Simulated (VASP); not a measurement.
# Ti8O17 (a cell with a defect) in VASP: further runs, part 2 of 2

VASP 6.6.1. Earlier steps stand in the parts before.

### Step 4. Single point, PBE

Contents of INCAR:

```
SYSTEM = Ti8O17
PREC = Accurate
ENCUT = 520
EDIFF = 1E-6
ISMEAR = -1
SIGMA = 0.01
LREAL = .False.
LASPH = .True.
NELM = 120
ALGO = Normal
ISIF = 2
LWAVE = .False.
LCHARG = .True.
GGA = PE
LELF = .True.
LVHAR = .True.
NBANDS = 117
GGA_COMPAT = .False.
```

Contents of KPOINTS:

```
regular mesh
0
Gamma
  1 1 1
  0 0 0
```

Contents of POSCAR:

```
Ti8O17
1.0
    4.6435389800      4.6435389800      0.0000000000
   -4.6435389800      4.6435389800      0.0000000000
    0.0000000000      0.0000000000      5.9273749100
Ti O
8 17
Direct
   -0.0191910740      0.5191237783     -0.0435739267
    0.4959008657      0.0090926339     -0.0339086026
   -0.0008732564      0.0152317016      0.2129536294
    0.5170781403      0.5060626195      0.2159051890
   -0.0049192007      0.5217706819      0.4712759092
    0.5021888499      0.0121038071      0.4676338248
   -0.0069746373      0.0199528852      0.7177408321
    0.4902940429      0.5154918501      0.7136341237
    0.2419385311      0.4411208797      0.3289373508
    0.7042553135      0.0187940707      0.2695356754
    0.0001011082      0.2261358211      0.0210084568
    0.5140986240      0.7135217373      0.0196517011
   -0.0324805069      0.8198138352      0.0052684368
    0.4995887856      0.3048127745      0.0153389994
    0.2906300573      0.0160220470      0.2722518863
    0.8005364047      0.5009082534      0.2551662453
    0.2008314141      0.5220751910      0.7767320390
    0.6976964152      0.0154012921      0.7655461429
   -0.0079636459      0.2255672892      0.5260684616
    0.4978534712      0.7162069737      0.5100245970
   -0.0127005502      0.8124500551      0.5240336654
    0.5111733766      0.3001524281      0.5331290914
    0.2875254210      0.0051817160      0.7754525519
    0.7900627120      0.5179310458      0.7420197080
    0.1689935205      0.6235918364      0.2126347699
```

Potentials or basis: VASP PAW PBE potentials, release 64 (Ti_sv, O).

The run is started by

```console
> cat potpaw_PBE.64/Ti_sv/POTCAR potpaw_PBE.64/O/POTCAR > POTCAR
> mpirun -np 1 vasp_gam > vasp.out
```

OUTCAR:

```text
SYSTEM = Ti8O17
   PREC = Accurate
   ENCUT = 520
   EDIFF = 1E-6
   ISMEAR = -1
   LREAL = .False.
   LASPH = .True.
   NELM = 120
   ISIF = 2
   GGA = PE

 ion  position               nearest neighbor table
   1  0.981  0.519  0.956-  24 1.78  17 1.80  11 1.97  13 2.00  25 2.07  16 2.13   5 2.88
   2  0.496  0.009  0.966-  23 1.77  18 1.78  14 1.96  12 1.97  10 2.26  15 2.26
   3  0.999  0.015  0.213-  13 1.79  11 1.79  15 1.95  10 1.97  21 2.28  19 2.31
   4  0.517  0.506  0.216-  14 1.78  12 1.79  16 1.88   9 1.97  20 2.23  22 2.32  25 2.41
   5  0.995  0.522  0.471-  16 1.81   9 1.90  21 1.93  19 1.97  25 2.03  24 2.09  17 2.26   1 2.88

   6  0.502  0.012  0.468-  10 1.77  15 1.81  22 1.93  20 1.96  18 2.18  23 2.31
   7  0.993  0.020  0.718-  19 1.76  21 1.78  18 1.96  23 1.97  13 2.16  11 2.25
   8  0.490  0.515  0.714-  22 1.78  20 1.79  17 1.94  24 1.98  12 2.24  14 2.26
   9  0.242  0.441  0.329-  25 1.46   5 1.90   4 1.97
  10  0.704  0.019  0.270-   6 1.77   3 1.97   2 2.26
  11  0.000  0.226  0.021-   3 1.79   1 1.97   7 2.25
  12  0.514  0.714  0.020-   4 1.79   2 1.97   8 2.24
  13  0.968  0.820  0.005-   3 1.79   1 2.00   7 2.16
  14  0.500  0.305  0.015-   4 1.78   2 1.96   8 2.26
[... 8 lines left out ...]
  23  0.288  0.005  0.775-   2 1.77   7 1.97   6 2.31
  24  0.790  0.518  0.742-   1 1.78   8 1.98   5 2.09
  25  0.169  0.624  0.213-   9 1.46   5 2.03   1 2.07   4 2.41

  LATTYP: Found a simple tetragonal cell.
 ALAT       =     6.5669558029
 C/A-ratio  =     0.9026061828

  Lattice vectors:

 A1 = (   4.6435389800,   4.6435389800,   0.0000000000)
 A2 = (  -4.6435389800,   4.6435389800,   0.0000000000)
 A3 = (   0.0000000000,   0.0000000000,   5.9273749100)

Analysis of symmetry for initial positions (statically):
=====================================================================
 Subroutine PRICEL returns:
 Original cell was already a primitive cell.

 Routine SETGRP: Setting up the symmetry group for a
 simple tetragonal supercell.

 Subroutine GETGRP returns: Found  1 space group operations
 (whereof  1 operations were pure point group operations)
 out of a pool of 16 trial point group operations.
[... 162 lines left out ...]
   GGA     = PE    functional components
   LHFCALC =     F    Hartree Fock is set to
   AEXX    =    0.0000 exact exchange contribution
   IVDW    =     0    specifies the selected vdW correction
   LEPSILON=     F    determine dielectric tensor
   LRPA    =     F    only Hartree local field effects (RPA)
 non-spin polarized calculation
  energy-cutoff  :      520.00
  volume of cell :      255.62
 maximum number of plane-waves:      3432
 NGX is ok and might be reduce to    50
   NGX = 25   NGY = 25   NGZ = 23

 number of electron     198.0000007 magnetization

 Free energy of the ion-electron system (eV)
  ---------------------------------------------------
  ext. energy  EPLUGINS =         0.00000000
  ---------------------------------------------------
  free energy    TOTEN  =      -216.42888013 eV

  energy without entropy =     -216.42888013  energy(sigma->0) =     -216.42888013

 E-fermi :   5.0300     XC(G=0): -11.4266

 val. band max:        4.6536693985   @ k =   0.0000   0.0000   0.0000
 cond. band min:       7.2128510223   @ k =   0.0000   0.0000   0.0000
 fundamental gap:      2.5591816238
 Fermi energy:         5.0299797869

 k-point     1 :       0.0000    0.0000    0.0000
  band No.  band energies     occupation
      1     -51.9196      2.00000
      2     -51.7057      2.00000
      3     -51.6296      2.00000
      4     -51.6049      2.00000
      5     -51.5722      2.00000
      6     -51.5504      2.00000
[... 103 lines left out ...]
    110       8.3955      0.00000
    111       8.4760      0.00000
 [bands above 111 left out]

------------------------ aborting loop because EDIFF is reached ----------------------------------------

  FORCE on cell =-STRESS in cart. coord.  units (eV):
  Direction    XX          YY          ZZ          XY          YZ          ZX
  --------------------------------------------------------------------------------------
  -------------------------------------------------------------------------------------
  Total       19.1619591     14.4662030     27.3379582      4.0205556      0.1525683      2.3783856
  in kB      120.1046734     90.6722837    171.3507750     25.2003206      0.9562782     14.9074123
  external PRESSURE =     127.3759107 kB  Pullay stress =       0.0000000 kB

 VOLUME and BASIS-vectors are now :
 -----------------------------------------------------------------------------
  energy-cutoff  :      520.00
  volume of cell :      255.62
      direct lattice vectors                 reciprocal lattice vectors
     4.643538980  4.643538980  0.000000000     0.107676495  0.107676495  0.000000000
    -4.643538980  4.643538980  0.000000000    -0.107676495  0.107676495  0.000000000
     0.000000000  0.000000000  5.927374910     0.000000000  0.000000000  0.168708748

 POSITION                                       TOTAL-FORCE (eV/Angst)
 -----------------------------------------------------------------------------------
      2.14385      6.96500      5.66910        -0.041854      0.052447      0.082696
      2.26051      2.34496      5.72639        -0.012314      0.009240      0.113253
      4.56875      4.71021      1.26226        -0.074455      0.031614      0.099645
      0.05115      4.75099      1.27975        -0.015409      0.013337      0.096705
      2.19783      7.04356      2.79343         0.006289     -0.052037      0.115272
      2.27573      2.38814      2.77184        -0.031195     -0.051755      0.095302
[... 17 lines left out ...]
      1.26365      6.07372      4.39823        -0.075967      0.001716     -0.060818
     -2.11095      3.68040      1.26037         0.031604      0.111574     -0.022989
 -----------------------------------------------------------------------------------
    total drift:                               -0.000494      0.000217      0.001778

  FREE ENERGIE OF THE ION-ELECTRON SYSTEM (eV)
  ---------------------------------------------------
  free  energy   TOTEN  =      -216.4288801333 eV

  energy  without entropy=     -216.4288801333  energy(sigma->0) =     -216.42888013
```

OSZICAR:

```text
N       E                     dE             d eps       ncg     rms          rms(c)
DAV:   1     0.404545845996E+04    0.40455E+04   -0.11146E+05   234   0.217E+03
DAV:   2     0.801296548860E+03   -0.32442E+04   -0.31311E+04   234   0.693E+02
DAV:   3    -0.158859937220E+03   -0.96016E+03   -0.91606E+03   298   0.298E+02
[... 11 lines left out ...]
DAV:  15    -0.216428879402E+03    0.18213E-04   -0.16529E-04   324   0.722E-02    0.203E-02
DAV:  16    -0.216428878014E+03    0.13880E-05   -0.55252E-05   332   0.373E-02    0.106E-02
DAV:  17    -0.216428878365E+03   -0.35128E-06   -0.10159E-05   300   0.158E-02    0.611E-03
DAV:  18    -0.216428879714E+03   -0.13488E-05   -0.33139E-06   212   0.850E-03    0.354E-03
DAV:  19    -0.216428880133E+03   -0.41900E-06   -0.11225E-06   156   0.614E-03
   1 F= -.21642888E+03 E0= -.21642888E+03  d E =0.000000E+00
```

stdout:

```text
POSCAR found type information on POSCAR TiO
 POSCAR found :  2 types and      25 ions
 scaLAPACK will be used
 -----------------------------------------------------------------------------
|                                                                             |
|                                                                             |
|     You have a (more or less) 'large supercell' and for larger cells it     |
|     might be more efficient to use real-space projection operators.         |
|     Therefore, try LREAL= Auto in the INCAR file.                           |
|     Mind: For very accurate calculation, you might also keep the            |
|     reciprocal projection scheme (i.e. LREAL=.FALSE.).                      |
|                                                                             |
 -----------------------------------------------------------------------------

 LDA part: xc-table for (Slater+PW92), standard interpolation
 POSCAR, INCAR and KPOINTS ok, starting setup
 FFT: planning ... GRIDC
 FFT: planning ... GRID_SOFT
 FFT: planning ... GRID
 WAVECAR not read
 entering main loop
```

It took 40 s on 1 thread of Intel Xeon 6975P-C (Granite Rapids), shared host; peak memory 0.3 GiB.

What came out:

```
Free energy   : -216.4289 eV
Pressure      : 12.7 GPa
Largest force : 0.423 eV/Å
```

Forces on the atoms (eV/Å):
```
Ti  -0.042  0.052  0.083
Ti  -0.012  0.009  0.113
Ti  -0.074  0.032  0.100
Ti  -0.015  0.013  0.097
Ti   0.006 -0.052  0.115
Ti  -0.031 -0.052  0.095
Ti   0.044 -0.053  0.106
Ti   0.009  0.030  0.105
O    0.369 -0.186  0.090
O   -0.003  0.023 -0.073
O   -0.107  0.050 -0.065
O   -0.041  0.058 -0.081
O    0.081  0.027  0.003
O    0.022 -0.003 -0.074
O   -0.047 -0.038 -0.065
O   -0.042  0.003 -0.030
O    0.001  0.041 -0.041
O    0.046  0.008 -0.070
O   -0.075  0.003 -0.020
O   -0.052 -0.003 -0.104
O    0.011 -0.023 -0.089
O    0.049 -0.024 -0.040
O   -0.052 -0.029 -0.073
O   -0.076  0.002 -0.061
O    0.032  0.112 -0.023
```

Stress tensor (GPa, compression positive):
```
12.01  2.52  1.49
 2.52  9.07  0.10
 1.49  0.10 17.14
```

Caveat: the k points lie up to 1.06 Å⁻¹ apart.

### Step 5. Overview

```tsv
cell	pressure (GPa)	largest force (eV/Å)
as given, atomic positions A	12.1	0.34
as given, atomic positions B	12.1	0.34
as given, atomic positions C	12.7	0.42
```

Alike in all rows: task single point; level PBE; potentials or basis VASP PAW PBE potentials, release 64 (Ti_sv, O); no spin polarisation; k mesh 1 × 1 × 1; cutoff (eV) 520; smearing fermi-dirac 0.01 eV.

Caveats: all runs use coarse meshes.

Absolute energies hang on the potentials; compare differences alone.
